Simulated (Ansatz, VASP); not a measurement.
# SiC: VASP beside Ansatz

The input INCAR:

```
SYSTEM = SiC
ALGO = Normal
EDIFF = 1E-6
ENCUT = 520
GGA = PE
ISIF = 2
ISMEAR = 0
LASPH = .TRUE.
LCHARG = .FALSE.
LREAL = .FALSE.
LWAVE = .FALSE.
NBANDS = 16
NELM = 80
PREC = Accurate
SIGMA = 0.05
```

Contents of KPOINTS:

```
k-points
0
G
  12 12 6
  0 0 0
```

File POSCAR:

```
SiC
1.0
    3.0919867344      0.0000000000      0.0000000000
   -1.5459933672      2.6777390602      0.0000000000
    0.0000000000      0.0000000000      5.0737646004
Si C
2 2
Direct
    0.3773552657      0.6886776329      0.0127601601
    0.7106885991      0.3553442995      0.5127601601
    0.3333333333      0.6666666667      0.3804363282
    0.6666666667      0.3333333333      0.8804363282
```

Input for Ansatz:

```yaml
crystal:
  lattice:
    - [3.0919867344, 0.0, 0.0]
    - [-1.5459933672, 2.6777390602, 0.0]
    - [0.0, 0.0, 5.0737646004]
  atoms:
    - { symbol: Si, position: [0.3773552657, 0.6886776329, 0.0127601601] }
    - { symbol: Si, position: [0.7106885991, 0.3553442995, 0.5127601601] }
    - { symbol: C, position: [0.3333333333, 0.6666666667, 0.3804363282] }
    - { symbol: C, position: [0.6666666667, 0.3333333333, 0.8804363282] }
basis:
  ecutwfc: 420
kpoints:
  mp_grid: { grid: [12, 12, 6] }
hamiltonian:
  xc: pbe
scf:
  occupations: { method: gaussian, width: 0.05 }
output:
  forces: true
  stress: true
  eigenvalues: true
```

Change from the starting cell: all Si atoms moved -0.125 Å, as atom 1 towards its neighbour atom 4 (C) at 1.893 Å.

Alike in both runs: task single point; functional PBE; k mesh 12 × 12 × 6; occupations gaussian, width 0.05 eV; no spin polarisation.

```csv
,VASP,Ansatz
version,VASP 6.6.1,Ansatz 0.2.0
potentials or method,"VASP PAW PBE potentials, release 64 (Si, C), cutoff 520 eV","scalar-relativistic, plane waves, PAW"
valence electrons in the cell,16,16
```

|  | VASP | Ansatz | Ansatz less VASP |
| --- | --- | --- | --- |
| gap on the k mesh at the Fermi level (eV) | 1.74 | 1.74 | +0.004 |
| least direct gap on the mesh (eV) | 3.72 | 3.73 | +0.004 |
| pressure (GPa) | 1.6 | 1.6 | +0.06 |
| traceless stress, the component that is largest in VASP (GPa) | -4.45 | -4.46 | -0.009 |
| rms of the force components (eV/Å) | 1.230 | 1.230 | 0.0000 |

Atom by atom the forces differ by 0.000 eV/Å (rms over components). With one functional, cell and mesh, what is left measures potentials, basis and numerics.
